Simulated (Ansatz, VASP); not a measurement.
## Sn: VASP beside Ansatz

File INCAR:

```
SYSTEM = Sn
ALGO = Normal
EDIFF = 1E-6
ENCUT = 520
GGA = PE
ISIF = 2
ISMEAR = -1
LASPH = .TRUE.
LCHARG = .FALSE.
LREAL = .FALSE.
LWAVE = .FALSE.
NBANDS = 21
NELM = 80
PREC = Accurate
SIGMA = 0.05
```

The input KPOINTS:

```
k-points
0
G
  13 13 7
  0 0 0
```

The input POSCAR:

```
Sn
1.0
    3.1706627778      0.0000000000      0.0000000000
   -1.5853313889      2.7458745124      0.0000000000
    0.0000000000      0.0000000000      5.0953260947
Sn
2
Direct
    0.3333333333      0.6666666667      0.2500000000
    0.6666666667      0.3333333333      0.7500000000
```

Input for Ansatz:

```yaml
crystal:
  lattice:
    - [3.1706627778, 0.0, 0.0]
    - [-1.5853313889, 2.7458745124, 0.0]
    - [0.0, 0.0, 5.0953260947]
  atoms:
    - { symbol: Sn, position: [0.3333333333, 0.6666666667, 0.25] }
    - { symbol: Sn, position: [0.6666666667, 0.3333333333, 0.75] }
kpoints:
  mp_grid: { grid: [13, 13, 7] }
scf:
  occupations: { method: fermi_dirac, width: 0.05 }
hamiltonian:
  xc: pbe
  pseudopotentials: { kind: nc }
output:
  forces: true
  stress: true
  eigenvalues: true
```

Change from the starting cell: volume scaled by 0.8, norm-conserving files.

Alike in both runs: task single point; functional PBE; k mesh 13 × 13 × 7; occupations fermi-dirac, width 0.05 eV; no spin polarisation.

```csv
,VASP,Ansatz
version,VASP 6.6.1,Ansatz 0.2.0
potentials or method,"VASP PAW PBE potentials, release 64 (Sn_d)","norm-conserving pseudopotentials, scalar-relativistic"
plane-wave cutoff (eV),520,980
valence electrons in the cell,28,28
```

```tsv
	VASP	Ansatz	Ansatz less VASP
pressure (GPa)	17.9	18.0	+0.11
```
